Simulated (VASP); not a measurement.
Here is a VASP 6.6.1 calculation.

The input INCAR:

```
  PREC = Accurate
  ENCUT = 520
  EDIFF = 1E-6
  ISMEAR = 0
  SIGMA = 0.1
  LREAL = F
  LASPH = T
  NELM = 100
  ALGO = Normal
  ISIF = 2
  LWAVE = F
  LCHARG = F
  GGA = PE
  NBANDS = 26
```

The input KPOINTS:

```
Automatic mesh
0
Gamma
  4 4 4
```

File POSCAR:

```
As2F
1.0
    0.0000000000      3.7483643428      3.7483643428
    3.7483643428      0.0000000000      3.7483643428
    3.7483643428      3.7483643428      0.0000000000
As F
4 2
Direct
    0.6250000000      0.6250000000      0.6250000000
    0.1250000000      0.6250000000      0.6250000000
    0.6250000000      0.6250000000      0.1250000000
    0.6250000000      0.1250000000      0.6250000000
    0.0000000000      0.0000000000      0.0000000000
    0.2500000000      0.2500000000      0.2500000000
```

Potentials or basis: VASP PAW PBE potentials, release 64 (As, F).

The run is started by

```sh
$ cat potpaw_PBE.64/As/POTCAR potpaw_PBE.64/F/POTCAR > POTCAR
$ mpirun -np 1 vasp_std > vasp.out
```

**Question.** Predict the band gap on the k mesh.

**Answer.** Zero (bands 17 and 18 overlap by 1.62 eV).

**Question.** Estimate the pressure.

**Answer.** -0.1 GPa.

Caveat: the k points lie up to 0.36 Å⁻¹ apart, too coarse for converged energies and pressures of a metal.
